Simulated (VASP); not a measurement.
Write the native input for VASP 6.6.1 that does the following.

| Quantity | Value |
| --- | --- |
| Task | single point |
| Functional | PBE-based screened hybrid with 25 % exact exchange |
| Potentials or basis | VASP PAW PBE potentials, release 64 (Se, Zn) |
| Cutoff | 400 eV |
| k mesh | 4 × 4 × 4 |
| Occupations | gaussian, width 0.02 eV |
| Spin | no spin polarisation |
| Dipole correction | no |
| Grid for exact exchange (PRECFOCK) | Normal |
| Share of exact exchange | 0.25 |
| Further INCAR settings | ALGO = Normal; EDIFF = 1e-06; NBANDS = 16 |
| Screening parameter | 0.3 1/Å |

Crystal: ZnSe.

```xyz
2
Lattice="0.0000 2.8338 2.8338 2.8338 0.0000 2.8338 2.8338 2.8338 0.0000" Properties=species:S:1:pos:R:3 pbc="T T T"
Se    4.2507    4.2507    4.2507
Zn    0.0000    0.0000    0.0000
```

These files were run (other wordings do the same):

POSCAR

```
ZnSe
1.0
    0.0000000000      2.8338000000      2.8338000000
    2.8338000000      0.0000000000      2.8338000000
    2.8338000000      2.8338000000      0.0000000000
Se Zn
1 1
Direct
    0.7500000000      0.7500000000      0.7500000000
    0.0000000000      0.0000000000      0.0000000000
```

INCAR.step1

```
PREC = Accurate ; ENCUT = 400
EDIFF = 1E-5 ; ISMEAR = 0
SIGMA = 0.02 ; LREAL = False
LASPH = True ; NELM = 120
ALGO = Normal ; ISIF = 2
LWAVE = True ; LCHARG = False
GGA = PE ; NBANDS = 16
GGA_COMPAT = False
```

INCAR.step2

```
PREC = Accurate ; ENCUT = 400
EDIFF = 1E-6 ; ISMEAR = 0
SIGMA = 0.02 ; LREAL = False
LASPH = True ; NELM = 120
ALGO = Normal ; ISIF = 2
LWAVE = False ; LCHARG = False
GGA = PE ; LHFCALC = True
AEXX = 0.25 ; HFSCREEN = 0.3
PRECFOCK = Normal ; ISTART = 1
NBANDS = 16 ; GGA_COMPAT = False
```

KPOINTS

```
Automatic mesh
0
Gamma
  4 4 4
```

Potentials or basis: VASP PAW PBE potentials, release 64 (Se, Zn).

Command:

```console
$ cat potpaw_PBE.64/Se/POTCAR potpaw_PBE.64/Zn/POTCAR > POTCAR
$ cp INCAR.step1 INCAR
$ mpirun -np 1 vasp_std > vasp.out
$ cp INCAR.step2 INCAR
$ mpirun -np 1 vasp_std > vasp.out
```

It gave:

```yaml
Pressure: 1.3 GPa
Band_gap_on_the_k_mesh: 2.23 eV
```

Caveat: the k points lie up to 0.48 Å⁻¹ apart; the PAW data sets were made with another functional, which shifts forces and pressure a little.

Wall time 2.7 min on 1 thread of Intel(R) Xeon(R) 6975P-C (Granite Rapids) (shared host), peak memory 0.26 GiB.
